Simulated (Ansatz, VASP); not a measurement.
**One calculation of Nb, two programs**

File INCAR:

```
ALGO = Normal ; EDIFF = 1E-6
ENCUT = 520 ; GGA = RP
ISIF = 2 ; ISMEAR = -1
LASPH = T ; LCHARG = F
LREAL = F ; LWAVE = F
NBANDS = 20 ; NELM = 60
PREC = Accurate ; SIGMA = 0.1
```

The input KPOINTS:

```
k-points
0
Gamma
  14 14 7
```

File POSCAR:

```
Nb
1.0
    2.8871329072      0.0000000000      0.0000000000
   -1.4435664536      2.5003304417      0.0000000000
    0.0000000000      0.0000000000      5.2711110743
Nb
2
Direct
    0.3333333333      0.6666666667      0.2500000000
    0.6666666667      0.3333333333      0.7500000000
```

Input for Ansatz:

```yaml
crystal:
  lattice:
    - [2.8871329072, 0.0, 0.0]
    - [-1.4435664536, 2.5003304417, 0.0]
    - [0.0, 0.0, 5.2711110743]
  atoms:
    - { symbol: Nb, position: [0.3333333333, 0.6666666667, 0.25] }
    - { symbol: Nb, position: [0.6666666667, 0.3333333333, 0.75] }
hamiltonian:
  xc: rpbe
  pseudopotentials:
    kind: paw
    azcp:
      Nb: "pseudopotentials/Nb.paw.azcp"
basis:
  ecutwfc: 420
  fft_grid_basis: typed
kpoints:
  mp_grid: { grid: [14, 14, 7], shift: [0, 0, 0] }
magnetization:
  spin_polarized: false
scf:
  occupations: { method: fermi_dirac, width: 0.1 }
  lower_state_search: "off"
output:
  stress: true
  write_density: true
  write_potential: true
  elf: true
  volumetric_format: npy
```

Alike in both runs: task single point; functional RPBE; k mesh 14 × 14 × 7; occupations fermi-dirac, width 0.1 eV; no spin polarisation.

|  | VASP | Ansatz |
| --- | --- | --- |
| version | VASP 6.6.1 | Ansatz 0.2.0 |
| potentials or method | VASP PAW PBE potentials, release 64 (Nb_sv), cutoff 520 eV | plane waves (420 eV) with PAW, scalar-relativistic |
| valence electrons in the cell | 26 | 26 |

```tsv
	VASP	Ansatz	Ansatz less VASP
pressure (GPa)	-0.4	-0.1	+0.31
traceless stress, the component that is largest in VASP (GPa)	0.14	0.16	+0.024
```

VASP's potentials were made for PBE, not for RPBE. The functional is the same, so the differences come from potentials, cutoffs and numerics.
